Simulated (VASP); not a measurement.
# Lu2AlN3 (P4/mmm) in VASP: single point with PBE

Aim: the single point of Lu2AlN3 with PBE.

Program: VASP 6.6.1. These are calculated values, not measurements. Logs are shortened: lines on timing, memory, paths and dates and some standing lists are left out, and cuts for length are marked.

## (1) The cell of the first run

Symmetry: P4/mmm, No. 123, tetragonal system. The conventional cell has a = 4.038 Å, b = 4.038 Å, c = 6.873 Å, α = 90.00°, β = 90.00°, γ = 90.00°. Within 2.9 Å of Lu (site symmetry 4mm) lie 1 Lu at 2.20 Å and 4 N at 2.30 Å and 1 Al at 2.34 Å. Within 3.1 Å of Al (site symmetry 4/mmm) lie 2 Lu at 2.34 Å. N (site symmetry 4/mmm) has 4 N at 2.02 Å within 2.7 Å. N (site symmetry mmm) has 2 N at 2.02 Å and 4 Lu at 2.30 Å within 2.7 Å.

## (2) Single point, PBE

The input, INCAR:

```
SYSTEM = Lu2AlN3
PREC = Accurate
ENCUT = 520
EDIFF = 1E-6
ISMEAR = 0
SIGMA = 0.1
LREAL = .FALSE.
LASPH = .TRUE.
NELM = 60
ALGO = Normal
ISIF = 2
LWAVE = .FALSE.
LCHARG = .TRUE.
GGA = PE
LELF = .TRUE.
LVHAR = .TRUE.
NBANDS = 43
```

The input, KPOINTS:

```
regular mesh
0
G
  4 4 4
  0 0 0
```

The input, POSCAR:

```
Lu2AlN3
1.0
    4.0378845500      0.0000000000      0.0000000000
    0.0000000000      4.0378845500      0.0000000000
    0.0000000000      0.0000000000      6.8731958800
Lu Al N
2 1 3
Direct
    0.0000000000      0.0000000000      0.6601725600
    0.0000000000      0.0000000000      0.3398274400
    0.0000000000      0.0000000000      0.0000000000
    0.5000000000      0.5000000000      0.5000000000
    0.5000000000      0.0000000000      0.5000000000
    0.0000000000      0.5000000000      0.5000000000
```

Potentials or basis: VASP PAW PBE potentials, release 64 (Lu, Al, N).

Command:

```
cat potpaw_PBE.64/Lu/POTCAR potpaw_PBE.64/Al/POTCAR potpaw_PBE.64/N/POTCAR > POTCAR
mpirun -np 1 vasp_std > vasp.out
```

OUTCAR:

```text
SYSTEM = Lu2AlN3
   PREC = Accurate
   ENCUT = 520
   EDIFF = 1E-6
   ISMEAR = 0
   LREAL = .FALSE.
   LASPH = .TRUE.
   NELM = 60
   ISIF = 2
   GGA = PE

 ion  position               nearest neighbor table
   1  0.000  0.000  0.660-   2 2.20   5 2.30   6 2.30   6 2.30   5 2.30   3 2.34
   2  0.000  0.000  0.340-   1 2.20   5 2.30   6 2.30   6 2.30   5 2.30   3 2.34
   3  0.000  0.000  0.000-   1 2.34   2 2.34
   4  0.500  0.500  0.500-
   5  0.500  0.000  0.500-   1 2.30   2 2.30   1 2.30   2 2.30
   6  0.000  0.500  0.500-   1 2.30   2 2.30   1 2.30   2 2.30

  LATTYP: Found a simple tetragonal cell.
 ALAT       =     4.0378845500
 C/A-ratio  =     1.7021774137

  Lattice vectors:

 A1 = (   4.0378845500,   0.0000000000,   0.0000000000)
 A2 = (   0.0000000000,   4.0378845500,   0.0000000000)
 A3 = (   0.0000000000,   0.0000000000,   6.8731958800)

Analysis of symmetry for initial positions (statically):
=====================================================================
 Subroutine PRICEL returns:
 Original cell was already a primitive cell.

 Routine SETGRP: Setting up the symmetry group for a
 simple tetragonal supercell.

 Subroutine GETGRP returns: Found 16 space group operations
 (whereof 16 operations were pure point group operations)
 out of a pool of 16 trial point group operations.

The static configuration has the point symmetry D_4h.

Analysis of symmetry for dynamics (positions and initial velocities):
=====================================================================
 Subroutine PRICEL returns:
 Original cell was already a primitive cell.

 Routine SETGRP: Setting up the symmetry group for a
 simple tetragonal supercell.

 Subroutine GETGRP returns: Found 16 space group operations
 (whereof 16 operations were pure point group operations)
 out of a pool of 16 trial point group operations.

The dynamic configuration has the point symmetry D_4h.

 Subroutine INISYM returns: Found 16 space group operations
 (whereof 16 operations are pure point group operations),
 and found     1 'primitive' translations

----------------------------------------------------------------------------------------

                                     Primitive cell

  volume of cell :     112.0641

  direct lattice vectors                    reciprocal lattice vectors
     4.037884550  0.000000000  0.000000000     0.247654431  0.000000000  0.000000000
     0.000000000  4.037884550  0.000000000     0.000000000  0.247654431  0.000000000
     0.000000000  0.000000000  6.873195880     0.000000000  0.000000000  0.145492725

  length of vectors
     4.037884550  4.037884550  6.873195880     0.247654431  0.247654431  0.145492725

  position of ions in fractional coordinates (direct lattice)
     0.000000000  0.000000000  0.660172560
     0.000000000  0.000000000  0.339827440
     0.000000000  0.000000000  0.000000000
     0.500000000  0.500000000  0.500000000
     0.500000000  0.000000000  0.500000000
     0.000000000  0.500000000  0.500000000

  ion indices of the primitive-cell ions
   primitive index   ion index
                 1           1
                 2           2
                 3           3
                 4           4
                 5           5
                 6           6

----------------------------------------------------------------------------------------

 KPOINTS: regular mesh

Automatic generation of k-mesh.
 Grid dimensions read from file:
 generate k-points for:    4    4    4

 Generating k-lattice:

  Cartesian coordinates                     Fractional coordinates (reciprocal lattice)
     0.061913608  0.000000000  0.000000000     0.250000000  0.000000000  0.000000000
     0.000000000  0.061913608  0.000000000     0.000000000  0.250000000  0.000000000
     0.000000000  0.000000000  0.036373181     0.000000000  0.000000000  0.250000000

  Length of vectors
     0.061913608  0.061913608  0.036373181

  Shift w.r.t. Gamma in fractional coordinates (k-lattice)
     0.000000000  0.000000000  0.000000000

 Subroutine IBZKPT returns following result:
 ===========================================

 Found     18 irreducible k-points:

 Following reciprocal coordinates:
            Coordinates               Weight
  0.000000  0.000000  0.000000      1.000000
  0.250000  0.000000  0.000000      4.000000
  0.500000  0.000000  0.000000      2.000000
  0.250000  0.250000  0.000000      4.000000
  0.500000  0.250000  0.000000      4.000000
  0.500000  0.500000  0.000000      1.000000
[... 10 lines left out ...]
  0.500000  0.250000  0.500000      4.000000
  0.500000  0.500000  0.500000      1.000000
   k-points           NKPTS =     18   k-points in BZ     NKDIM =     18   number of bands    NBANDS=     43
   number of dos      NEDOS =    301   number of ions     NIONS =      6
   total plane-waves  NPLWV =  48600
   dimension x,y,z NGX =    30 NGY =   30 NGZ =   54
   dimension x,y,z NGXF=    60 NGYF=   60 NGZF=  108
   ions per type =               2   1   3
   NGX,Y,Z   is equivalent  to a cutoff of  12.35, 12.35, 13.06 a.u.
   NGXF,Y,Z  is equivalent  to a cutoff of  24.70, 24.70, 26.12 a.u.
 SYSTEM =  Lu2AlN3
   PREC   = accura    normal or accurate (medium, high low for compatibility)
   ISTART =      0    job   : 0-new  1-cont  2-samecut
   ICHARG =      2    charge: 1-file 2-atom 10-const
   ISPIN  =      1    spin polarized calculation?
   LNONCOLLINEAR =      F non collinear calculations
   LSORBIT =      F    spin-orbit coupling
   LASPH  =      T    aspherical Exc in radial PAW
   ENCUT  =  520.0 eV  38.22 Ry    6.18 a.u.   7.51  7.51 12.78*2*pi/ulx,y,z
   NELM   =     60;   NELMIN=  2; NELMDL= -5     # of ELM steps
   EDIFF  = 0.1E-05   stopping-criterion for ELM
   LREAL  =      F    real-space projection
   EDIFFG = 0.1E-04   stopping-criterion for IOM
   NSW    =      0    number of steps for IOM
   IBRION =     -1    ionic relax: 0-MD 1-quasi-New 2-CG
   NFREE  =      0    steps in history (QN), initial steepest desc. (CG)
   ISIF   =      2    stress and relaxation
   ISYM   =      2    0-nonsym 1-usesym 2-fastsym
   POTIM  = 0.5000    time-step for ionic-motion
   TEBEG  =    0.0;   TEEND  =   0.0 temperature during run
   PSTRESS=    0.0 pullay stress
   NELECT =      68.0000    total number of electrons
   NUPDOWN=      -1.0000    fix difference up-down
   EMIN   =  10.00;   EMAX   =-10.00  energy-range for DOS
   EFERMI =   0.00;   METHOD = LEGACY
   ISMEAR =     0;   SIGMA  =   0.10  broadening in eV -4-tet -1-fermi 0-gaus
   EFERMI_NEDOS =   21; number of points for ismear=-14 and -15
   IALGO  =     38    algorithm
   IMIX   =      4    mixing-type and parameters
     AMIX     =   0.40;   BMIX     =  1.00
     AMIX_MAG =   1.60;   BMIX_MAG =  1.00
  volume/ion in A,a.u.               =      18.68       126.04
  Fermi-wavevector in a.u.,A,eV,Ry     =   1.385976  2.619114 26.135823  1.920929
  Thomas-Fermi vector in A             =   2.510335
   LORBIT       =      0    0 simple, 1 ext, 2 COOP (PROOUT), +10 PAW based schemes
   GGA     = PE    functional components
   LHFCALC =     F    Hartree Fock is set to
   AEXX    =    0.0000 exact exchange contribution
   IVDW    =     0    specifies the selected vdW correction
   LEPSILON=     F    determine dielectric tensor
   LRPA    =     F    only Hartree local field effects (RPA)
 non-spin polarized calculation
 Gauss-broadening in eV      SIGMA  =   0.10
  energy-cutoff  :      520.00
  volume of cell :      112.06
 maximum number of plane-waves:      3058
   NGX = 15   NGY = 15   NGZ = 25

 number of electron      68.0000029 magnetization

 Free energy of the ion-electron system (eV)
  ---------------------------------------------------
  ext. energy  EPLUGINS =         0.00000000
  ---------------------------------------------------
  free energy    TOTEN  =       -28.47887405 eV

  energy without entropy =      -28.45097268  energy(sigma->0) =      -28.46492336

 E-fermi :   2.2028     XC(G=0):  -9.6795

 val. band max:        2.1872640466   @ k =   0.5000   0.5000   0.0000
 cond. band min:       2.2365375442   @ k =   0.5000   0.0000   0.2500
 fundamental gap:      0.0492734976
 Fermi energy:         2.2027932558

 k-point     1 :       0.0000    0.0000    0.0000
  band No.  band energies     occupation
      1     -53.8763      2.00000
      2     -53.1520      2.00000
      3     -26.9156      2.00000
      4     -24.4457      2.00000
      5     -24.4457      2.00000
      6     -23.6633      2.00000
[... 35 lines left out ...]
     42       7.2542      0.00000
     43       7.9332      0.00000

 k-point     2 :       0.2500    0.0000    0.0000
  band No.  band energies     occupation
      1     -53.8756      2.00000
      2     -53.1514      2.00000
      3     -26.9083      2.00000
      4     -24.5216      2.00000
      5     -24.4415      2.00000
      6     -23.6979      2.00000
[... 35 lines left out ...]
     42       7.2714      0.00000
     43       7.5028      0.00000

 k-point     3 :       0.5000    0.0000    0.0000
  band No.  band energies     occupation
      1     -53.8749      2.00000
      2     -53.1508      2.00000
      3     -26.9007      2.00000
      4     -24.5958      2.00000
      5     -24.4373      2.00000
      6     -23.7322      2.00000
[... 35 lines left out ...]
     42       6.7123      0.00000
     43       7.4392      0.00000

 k-point     4 :       0.2500    0.2500    0.0000
  band No.  band energies     occupation
      1     -53.8749      2.00000
      2     -53.1508      2.00000
      3     -26.9011      2.00000
      4     -24.5177      2.00000
      5     -24.5135      2.00000
      6     -23.6962      2.00000
[... 587 lines left out ...]
     42       6.6980      0.00000
     43       7.2799      0.00000

 k-point    17 :       0.5000    0.2500    0.5000
  band No.  band energies     occupation
      1     -53.8736      2.00000
      2     -53.1509      2.00000
      3     -26.8800      2.00000
      4     -24.5878      2.00000
      5     -24.5094      2.00000
      6     -23.7301      2.00000
[... 35 lines left out ...]
     42       7.0625      0.00000
     43       7.4066      0.00000

 k-point    18 :       0.5000    0.5000    0.5000
  band No.  band energies     occupation
      1     -53.8729      2.00000
      2     -53.1503      2.00000
      3     -26.8731      2.00000
      4     -24.5801      2.00000
      5     -24.5801      2.00000
      6     -23.7277      2.00000
[... 35 lines left out ...]
     42       7.0308      0.00000
     43       8.0973      0.00000

------------------------ aborting loop because EDIFF is reached ----------------------------------------

  FORCE on cell =-STRESS in cart. coord.  units (eV):
  Direction    XX          YY          ZZ          XY          YZ          ZX
  --------------------------------------------------------------------------------------
  -------------------------------------------------------------------------------------
  Total       -6.7469521     -6.7469521     44.7350369      0.0000000      0.0000000     -0.0000000
  in kB      -96.4609849    -96.4609849    639.5755692      0.0000000      0.0000000     -0.0000000
  external PRESSURE =     148.8845331 kB  Pullay stress =       0.0000000 kB

 VOLUME and BASIS-vectors are now :
 -----------------------------------------------------------------------------
  energy-cutoff  :      520.00
  volume of cell :      112.06
      direct lattice vectors                 reciprocal lattice vectors
     4.037884550  0.000000000  0.000000000     0.247654431  0.000000000  0.000000000
     0.000000000  4.037884550  0.000000000     0.000000000  0.247654431  0.000000000
     0.000000000  0.000000000  6.873195880     0.000000000  0.000000000  0.145492725

 POSITION                                       TOTAL-FORCE (eV/Angst)
 -----------------------------------------------------------------------------------
      0.00000      0.00000      4.53750        -0.000000     -0.000000      4.132225
      0.00000      0.00000      2.33570         0.000000      0.000000     -4.132225
      0.00000      0.00000      0.00000         0.000000      0.000000      0.000000
      2.01894      2.01894      3.43660         0.000000      0.000000      0.000000
      2.01894      0.00000      3.43660         0.000000      0.000000      0.000000
      0.00000      2.01894      3.43660         0.000000      0.000000      0.000000
 -----------------------------------------------------------------------------------
    total drift:                                0.000000      0.000000      0.000000

  FREE ENERGIE OF THE ION-ELECTRON SYSTEM (eV)
  ---------------------------------------------------
  free  energy   TOTEN  =       -28.4788740480 eV

  energy  without entropy=      -28.4509726753  energy(sigma->0) =      -28.46492336
```

It took 4 min on 1 thread of Intel Xeon 8259CL, shared host; peak memory 0.26 GiB.

Results:

```yaml
Free_energy: -28.4789 eV
Pressure: 14.9 GPa
Largest_force: 4.132 eV/Å
Band_gap_on_the_k_mesh: zero (band 34 reaches 3.02 eV, above the bottom of band 35 at 1.88 eV)
```

Forces on the atoms (eV/Å):
```
Lu   0.000  0.000  4.132
Lu   0.000  0.000 -4.132
Al   0.000  0.000  0.000
N    0.000  0.000  0.000
N    0.000  0.000  0.000
N    0.000  0.000  0.000
```

Levels at points of the mesh, in eV from the Fermi level:
```
           k point  band 31  band 32  band 33  band 34  band 35  band 36  band 37  band 38
(0.00, 0.00, 0.00)    -2.55    -2.55     0.32     0.82     1.26     2.15     2.15     3.28
(0.50, 0.00, 0.00)    -3.05    -1.86     0.12     0.19     0.47     1.31     2.35     2.58
(0.50, 0.50, 0.00)    -1.61    -1.20    -1.20    -0.53    -0.09    -0.02    -0.02     1.79
(0.00, 0.00, 0.50)    -2.50    -2.50    -1.47     0.44     2.07     2.07     2.11     3.31
(0.50, 0.00, 0.50)    -2.90    -1.03    -1.02    -0.24     0.19     0.57     1.06     2.56
(0.50, 0.50, 0.50)    -1.74    -0.53    -0.50    -0.32    -0.32    -0.18    -0.18    -0.09
```

Caveat: the k points lie up to 0.39 Å⁻¹ apart; spin-orbit coupling is left out, which moves the levels of the heavy elements; forces of over 1 eV/Å act on the atoms, so gaps and moduli don't describe the material at rest.
